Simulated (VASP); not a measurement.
The system is CdMo.

```
Mo Cd
1.0
     2.91968    0.00000    0.00000
     0.00000    2.91968    0.00000
     0.00000    0.00000    9.00233
Mo Cd
2 2
Direct
  0.00000 0.50000 0.60800
  0.50000 0.00000 0.39200
  0.00000 0.50000 0.13000
  0.50000 0.00000 0.87000
```

```yaml
Program: VASP 6.6.1
Task: relaxation of cell and atoms
Functional: PBE
Potentials_or_basis: VASP PAW PBE potentials, release 64 (Mo_sv, Cd)
Cutoff: 600 eV
k_mesh: 11 × 11 × 4
Occupations: fermi-dirac, width 0.1 eV
Spin: no spin polarisation
```

At the start: pressure -6.0 GPa; volume 19.19 Å³/atom.

Question: How do energy, volume and symmetry change on relaxing?

Answer: Over 41 steps the energy falls by 47.5 meV/atom and the volume is 18.19 Å³/atom (-5.2 %); space group P4/nmm (No. 129, to 0.1 Å) before and after.

Step by step:
```csv
step,energy change (eV),largest force (eV/Å),pressure (GPa),volume (Å³)
1,0.0000,0.6182,-5.97,76.74
3,-0.0828,0.4787,0.45,73.03
5,-0.1172,0.0741,0.45,72.96
7,-0.1230,0.0378,-1.10,73.94
9,-0.1283,0.1304,-0.28,73.66
11,-0.1288,0.2076,0.10,73.54
13,-0.1397,0.3519,0.27,73.43
15,-0.1031,0.4682,2.61,72.68
17,-0.1744,0.2154,0.95,73.10
19,-0.1757,0.1695,0.54,73.30
21,-0.1788,0.1388,-0.22,73.60
23,-0.1793,0.1183,-0.72,73.81
25,-0.1846,0.1098,-0.30,73.34
27,-0.1887,0.0341,0.02,72.70
29,-0.1897,0.0104,0.14,72.60
31,-0.1897,0.0054,0.42,72.48
33,-0.1900,0.0210,-0.10,72.74
35,-0.1900,0.0150,-0.01,72.68
37,-0.1900,0.0145,0.03,72.67
39,-0.1900,0.0138,0.02,72.69
41,-0.1901,0.0092,-0.03,72.74
```

Final structure:
```yaml
crystal:
  lattice:
    - [2.77364, 0.00000, 0.00000]
    - [0.00000, 2.77364, 0.00000]
    - [0.00000, 0.00000, 9.45575]
  atoms:
    - { symbol: Mo, position: [0.00000, 0.50000, 0.61771] }
    - { symbol: Mo, position: [0.50000, 0.00000, 0.38229] }
    - { symbol: Cd, position: [0.00000, 0.50000, 0.13781] }
    - { symbol: Cd, position: [0.50000, 0.00000, 0.86219] }
```
